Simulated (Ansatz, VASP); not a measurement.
# WS2: VASP beside Ansatz

File INCAR:

```
PREC     = Accurate       # precision mode
ENCUT    = 520            # plane-wave cutoff, eV
EDIFF    = 1E-6           # SCF threshold, eV
ISMEAR   = 0              # smearing method
SIGMA    = 0.01           # smearing width, eV
LREAL    = F              # projectors in reciprocal space
LASPH    = T              # aspherical terms in the spheres
NELM     = 80             # most SCF steps
ALGO     = Normal         # electronic algorithm
ISIF     = 2              # what is computed and relaxed
LWAVE    = F              # write WAVECAR
LCHARG   = F              # write CHGCAR
GGA      = PE             # functional
NBANDS   = 35             # bands
```

Contents of KPOINTS:

```
Automatic mesh
0
Gamma
  12 12 2
```

File POSCAR:

```
WS2
1.0
    3.1699447112      0.0000000000      0.0000000000
   -1.5849723556      2.7452526485      0.0000000000
    0.0000000000      0.0000000000     12.4911159094
W S
2 4
Direct
    0.3333333333      0.6666666667      0.2500000000
    0.6666666667      0.3333333333      0.7500000000
    0.3333333333      0.6666666667      0.6248924636
    0.6666666667      0.3333333333      0.1248924636
    0.3333333333      0.6666666667      0.8751075364
    0.6666666667      0.3333333333      0.3751075364
```

Input for Ansatz:

```yaml
crystal:
  lattice:
    - [3.1699447112, 0.0, 0.0]
    - [-1.5849723556, 2.7452526485, 0.0]
    - [0.0, 0.0, 12.4911159094]
  atoms:
    - { symbol: W, position: [0.3333333333, 0.6666666667, 0.25] }
    - { symbol: W, position: [0.6666666667, 0.3333333333, 0.75] }
    - { symbol: S, position: [0.3333333333, 0.6666666667, 0.6248924636] }
    - { symbol: S, position: [0.6666666667, 0.3333333333, 0.1248924636] }
    - { symbol: S, position: [0.3333333333, 0.6666666667, 0.8751075364] }
    - { symbol: S, position: [0.6666666667, 0.3333333333, 0.3751075364] }
kpoints:
  mp_grid: { grid: [12, 12, 2] }
  band_path:
    path:
      - [0.0, 0.0, 0.0]
      - [0.5, 0.0, 0.0]
      - [0.3333333333, 0.3333333333, 0.0]
      - [0.0, 0.0, 0.5]
      - [0.5, 0.0, 0.5]
      - [0.3333333333, 0.3333333333, 0.5]
      - [0.171875, 0.174479, 0.0]
    npoints: 1
hamiltonian:
  xc: pbe
scf:
  occupations: { method: fixed }
  n_extra_bands: 5
output:
  forces: true
  stress: true
  eigenvalues: true
```

Alike in both runs: task single point; functional PBE; k mesh 12 × 12 × 2; no spin polarisation.

```csv
,VASP,Ansatz
version,VASP 6.6.1,Ansatz 0.2.0
potentials or method,"VASP PAW PBE potentials, release 64 (W_sv, S)","plane waves, PAW"
plane-wave cutoff (eV),520,420
occupations,"gaussian, width 0.01 eV",fixed
valence electrons in the cell,52,52
```

VASP gave:

* gap on the k mesh at the Fermi level (eV): 1.06
* pressure (GPa): 3.2
* traceless stress, the component that is largest in VASP (GPa): 0.92
* rms of the force components (eV/Å): 0.093

Task: What did Ansatz give for the same quantities?

Result: gap on the k mesh at the Fermi level (eV): 1.05; pressure (GPa): 3.3; traceless stress, the component that is largest in VASP (GPa): 0.91; rms of the force components (eV/Å): 0.092.

Atom by atom the forces differ by 0.001 eV/Å (rms over components).

Spin-orbit coupling is off throughout.
